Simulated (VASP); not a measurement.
Here is a VASP 6.6.1 calculation.

The input INCAR:

```
  PREC = Accurate
  ENCUT = 520
  EDIFF = 1E-6
  ISMEAR = 0
  SIGMA = 0.01
  LREAL = F
  LASPH = T
  NELM = 100
  ALGO = Normal
  ISIF = 2
  LWAVE = F
  LCHARG = T
  GGA = PE
  LELF = T
  LVHAR = T
  NBANDS = 37
```

File KPOINTS:

```
regular mesh
0
Gamma
  6 6 6
```

The input POSCAR:

```
WI6
1.0
    0.0000000000      5.5431389146      5.5431389146
    5.5431389146      0.0000000000      5.5431389146
    5.5431389146      5.5431389146      0.0000000000
W I
1 6
Direct
    0.0000000000      0.0000000000      0.0000000000
    0.7560210138      0.2439789862      0.2439789862
    0.2439789862      0.7560210138      0.7560210138
    0.2439789862      0.7560210138      0.2439789862
    0.7560210138      0.2439789862      0.7560210138
    0.2439789862      0.2439789862      0.7560210138
    0.7560210138      0.7560210138      0.2439789862
```

Potentials or basis: VASP PAW PBE potentials, release 64 (W_sv, I).

Run with:

```console
$ cat potpaw_PBE.64/W_sv/POTCAR potpaw_PBE.64/I/POTCAR > POTCAR
$ mpirun -np 1 vasp_std > vasp.out
```

Q: Predict the pressure.

A: 0.5 GPa.

Q: What does it give for the band gap on the k mesh?

A: Zero (filled and empty bands touch).

Caveat: spin-orbit coupling is left out, which moves the levels of the heavy elements.
